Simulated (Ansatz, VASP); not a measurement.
**Ga3As3CO: VASP beside Ansatz**

File INCAR:

```
SYSTEM = Ga3As3CO
PREC = Accurate
ENCUT = 520
EDIFF = 1E-6
ISMEAR = 0
SIGMA = 0.05
LREAL = .FALSE.
LASPH = .TRUE.
NELM = 120
ALGO = Normal
ISIF = 2
LWAVE = .FALSE.
LCHARG = .FALSE.
LDIPOL = .TRUE.
IDIPOL = 3
DIPOL = 0.5 0.5 0.323
GGA = PE
IVDW = 12
NBANDS = 57
GGA_COMPAT = .FALSE.
NELMDL = -8
```

File KPOINTS:

```
Automatic mesh
0
G
  7 5 1
  0 0 0
```

Contents of POSCAR:

```
Ga3As3CO
1.0
    4.0137031111      0.0000000000      0.0000000000
    0.0000000000      5.6762333751      0.0000000000
    0.0000000000      0.0000000000     23.3352699083
Ga As O C
3 3 1 1
Direct
    0.5000000000      0.5000000000      0.1714143447
    0.0000000000      0.0653835255      0.2680035048
    0.5000000000      0.4894639609      0.3228546357
    0.0000000000      0.2500000000      0.1714143447
    0.5000000000      0.8102208698      0.2504948966
    0.0000000000      0.2887573198      0.3593388866
    0.5000000000      0.4554239865      0.4964703624
    0.5000000000      0.4554239865      0.5457519865
```

Input for Ansatz:

```yaml
crystal:
  lattice:
    - [4.0137031111, 0.0, 0.0]
    - [0.0, 5.6762333751, 0.0]
    - [0.0, 0.0, 23.3352699083]
  atoms:
    - { symbol: Ga, position: [0.5, 0.5, 0.1714143447] }
    - { symbol: As, position: [0.0, 0.25, 0.1714143447] }
    - { symbol: Ga, position: [0.0, 0.0653835255, 0.2680035048] }
    - { symbol: As, position: [0.5, 0.8102208698, 0.2504948966] }
    - { symbol: Ga, position: [0.5, 0.4894639609, 0.3228546357] }
    - { symbol: As, position: [0.0, 0.2887573198, 0.3593388866] }
    - { symbol: O, position: [0.5, 0.4554239865, 0.4964703624] }
    - { symbol: C, position: [0.5, 0.4554239865, 0.5457519865] }
basis:
  ecutwfc: 420
kpoints:
  mp_grid: { grid: [7, 5, 1] }
hamiltonian:
  xc: pbe
  pseudopotentials: { kind: paw, azcp: { folder: soft_1 } }
  dispersion: d3bj
scf:
  occupations: { method: gaussian, width: 0.05 }
output:
  forces: true
  eigenvalues: true
  write_density: true
  write_potential: true
  elf: true
  volumetric_format: npy
efield:
  axis: 3
  dipole_correction: true
  ramp_width: 0.04
```

Alike in both runs: task single point; functional PBE; dispersion D3(BJ); k mesh 7 × 5 × 1; occupations gaussian, width 0.05 eV; no spin polarisation.

|  | VASP | Ansatz |
| --- | --- | --- |
| version | VASP 6.6.1 | Ansatz 0.2.0 |
| potentials or method | VASP PAW PBE potentials, release 64 (Ga_d, As_d, O, C), cutoff 520 eV | scalar-relativistic, plane waves, PAW |
| valence electrons in the cell | 94 | 94 |

```csv
,VASP,Ansatz,Ansatz less VASP
gap on the k mesh at the Fermi level (eV),0.41,0.41,+0.003
least direct gap on the mesh (eV),0.75,0.75,+0.003
rms of the force components (eV/Å),0.378,0.543,+0.1654
```

One of these differences is far larger than is usual between the two programs; its cause wasn't traced. Ansatz's warnings: xc potential rough in thin density.

Noted on VASP's run: the standard files for N, O and F lose accuracy on very short bonds.
